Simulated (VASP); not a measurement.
Ba3Al:

```
Ba Al
1.0
    -2.43221    2.43221    5.43298
     2.43221   -2.43221    5.43298
     2.43221    2.43221   -5.43298
Ba Al
3 1
Direct
  0.50000 0.50000 0.00000
  0.25000 0.75000 0.50000
  0.75000 0.25000 0.50000
  0.00000 0.00000 0.00000
```

```yaml
Program: VASP 6.6.1
Task: relaxation of cell and atoms
Functional: PBE
Potentials_or_basis: VASP PAW PBE potentials, release 64 (Ba_sv, Al)
Cutoff: 600 eV
k_mesh: 6 × 6 × 6
Occupations: gaussian, width 0.1 eV
Spin: no spin polarisation
```

At the start: pressure 7.6 GPa; volume 32.14 Å³/atom.

Q: Where does the relaxation end?

A: Over 10 steps the energy falls by 242.9 meV/atom and the volume is 43.11 Å³/atom (+34.1 %); space group I4/mmm (No. 139, to 0.1 Å) before and after.

Step by step:
| step | energy change (eV) | largest force (eV/Å) | pressure (GPa) | volume (Å³) |
| --- | --- | --- | --- | --- |
| 1 | 0.0000 | 0.0000 | 7.62 | 128.56 |
| 2 | -0.8480 | 0.0000 | 1.50 | 159.05 |
| 3 | -0.9237 | 0.0000 | 0.27 | 170.76 |
| 4 | -0.9297 | 0.0000 | -0.10 | 175.13 |
| 5 | -0.9296 | 0.0000 | -0.18 | 176.15 |
| 6 | -0.9403 | 0.0000 | -0.14 | 175.40 |
| 7 | -0.9614 | 0.0000 | -0.01 | 172.99 |
| 8 | -0.9671 | 0.0000 | 0.34 | 167.47 |
| 9 | -0.9700 | 0.0000 | 0.20 | 169.35 |
| 10 | -0.9715 | 0.0000 | -0.07 | 172.46 |

Final structure:
```xyz
4
Lattice="-2.8666 2.8666 5.2469 2.8666 -2.8666 5.2469 2.8666 2.8666 -5.2469" Properties=species:S:1:pos:R:3 pbc="T T T"
Ba    0.0000    0.0000    5.2469
Ba    2.8666    0.0000    2.6234
Ba    0.0000    2.8666    2.6234
Al    0.0000    0.0000    0.0000
```

Caveat: the volume moved by over 15 % at a fixed basis, so the end points are rough.
